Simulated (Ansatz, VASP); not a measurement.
## One calculation of Sb, two programs

The input POSCAR:

```
Sb
1.0
    2.1102243954      1.2183386227      3.6812845966
   -2.1102243954      1.2183386227      3.6812845966
    0.0000000000     -2.4366772455      3.6812845966
Sb
2
Direct
    0.7665100000      0.7665100000      0.7665100000
    0.2334900000      0.2334900000      0.2334900000
```

The input INCAR.step1:

```
SYSTEM = Sb
  ALGO = Normal
  EDIFF = 1E-5
  ENCUT = 400
  GGA = PE
  GGA_COMPAT = .False.
  ISIF = 2
  ISMEAR = -1
  LASPH = .True.
  LCHARG = .False.
  LREAL = .False.
  LWAVE = .True.
  NBANDS = 22
  NELM = 120
  PREC = Accurate
  SIGMA = 0.05
```

The input INCAR.step2:

```
SYSTEM = Sb
  ALGO = Normal
  EDIFF = 1E-6
  ENCUT = 400
  GGA = PE
  GGA_COMPAT = .False.
  HFSCREEN = 0.2079
  ISIF = 2
  ISMEAR = -1
  ISTART = 1
  LASPH = .True.
  LCHARG = .False.
  LHFCALC = .True.
  LREAL = .False.
  LWAVE = .False.
  NBANDS = 22
  NELM = 120
  PREC = Accurate
  PRECFOCK = Normal
  SIGMA = 0.05
```

The input KPOINTS:

```
k-points
0
Gamma
  4 4 4
  0 0 0
```

input

```
crystal:
  lattice:
    - [2.1102243954, 1.2183386227, 3.6812845966]
    - [-2.1102243954, 1.2183386227, 3.6812845966]
    - [0.0, -2.4366772455, 3.6812845966]
  atoms:
    - { symbol: Sb, position: [0.76651, 0.76651, 0.76651] }
    - { symbol: Sb, position: [0.23349, 0.23349, 0.23349] }
hamiltonian:
  xc: hse06
  pseudopotentials: { kind: paw }
kpoints:
  mp_grid: { grid: [4, 4, 4] }
scf:
  occupations: { method: fermi_dirac, width: 0.05 }
output:
  forces: true
  stress: true
  eigenvalues: true
```

Alike in both runs: task single point; functional HSE06; k mesh 4 × 4 × 4; occupations fermi-dirac, width 0.05 eV; no spin polarisation.

|  | VASP | Ansatz |
| --- | --- | --- |
| version | VASP 6.6.1 | Ansatz 0.2.0 |
| potentials or method | VASP PAW PBE potentials, release 64 (Sb_d_GW) | Ansatz PAW |
| plane-wave cutoff (eV) | 400 | 420 |
| valence electrons in the cell | 30 | 30 |

|  | VASP | Ansatz | Ansatz less VASP |
| --- | --- | --- | --- |
| gap on the k mesh at the Fermi level (eV) | 0.21 | 0.21 | -0.002 |
| least direct gap on the mesh (eV) | 0.36 | 0.36 | -0.006 |
| rms of the force components (eV/Å) | 0.018 | 0.018 | -0.0001 |

Atom by atom the forces differ by 0.000 eV/Å (rms over components).

The k mesh is coarse, so the values compare programs but aren't converged. Neither program's run includes spin-orbit coupling.
